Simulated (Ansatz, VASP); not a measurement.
## SrY3: VASP beside Ansatz

```
Sr Y
1.0
     4.79396    0.00000    0.00000
     0.00000    4.79396    0.00000
     0.00000    0.00000    4.79396
Sr Y
1 3
Direct
  0.00000 0.00000 0.00000
  0.00000 0.50000 0.50000
  0.50000 0.00000 0.50000
  0.50000 0.50000 0.00000
```

Alike in both runs: task single point; functional PBE; k mesh 4 × 4 × 4; occupations gaussian, width 0.1 eV; no spin polarisation.

```csv
,VASP,Ansatz
version,VASP 6.6.1,Ansatz 0.2.0
potentials or method,"VASP PAW PBE potentials, release 64 (Sr_sv, Y_sv), cutoff 520 eV","scalar-relativistic, plane waves, PAW"
valence electrons in the cell,43,43
```

```csv
,VASP,Ansatz,Ansatz less VASP
gap on the k mesh at the Fermi level (eV),none,none,-
pressure (GPa),11.8,11.9,+0.06
```

A gap of «none» marks a metal or a gap that the smearing closes.
